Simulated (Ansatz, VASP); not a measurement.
# SiO2: VASP beside Ansatz

```
Si O
1.0
     5.01500    0.00000    0.00000
    -2.50750    4.34312    0.00000
     0.00000    0.00000    8.53944
Si O
4 8
Direct
  0.66667 0.33333 0.93705
  0.66667 0.33333 0.56295
  0.33333 0.66667 0.06295
  0.33333 0.66667 0.43705
  0.00000 0.41206 0.00000
  0.41206 0.41206 0.50000
  0.58794 0.00000 0.50000
  0.58794 0.58794 0.00000
  0.00000 0.58794 0.50000
  0.66667 0.33333 0.75000
  0.33333 0.66667 0.25000
  0.41206 0.00000 0.00000
```

Alike in both runs: task single point; functional LDA; k mesh 6 × 6 × 4; occupations gaussian, width 0.02 eV; no spin polarisation.

|  | VASP | Ansatz |
| --- | --- | --- |
| version | VASP 6.6.1 | Ansatz 0.2.0 |
| potentials or method | VASP PAW LDA potentials, release 64 (Si, O), cutoff 520 eV | scalar-relativistic, plane waves, PAW |
| valence electrons in the cell | 64 | 64 |

Ansatz gave:

| Quantity | Value |
| --- | --- |
| gap on the k mesh at the Fermi level (eV) | 5.42 |
| least direct gap on the mesh (eV) | 5.48 |
| pressure (GPa) | 0.0 |
| rms of the force components (eV/Å) | 0.000 |

Question: Estimate VASP's values.

Answer: gap on the k mesh at the Fermi level (eV): 5.42; least direct gap on the mesh (eV): 5.48; pressure (GPa): 0.5; rms of the force components (eV/Å): 0.011.

LDA's correlation is that of Perdew and Zunger in VASP and of Perdew and Wang (1992) in Ansatz. Atom by atom the forces differ by 0.011 eV/Å (rms over components).
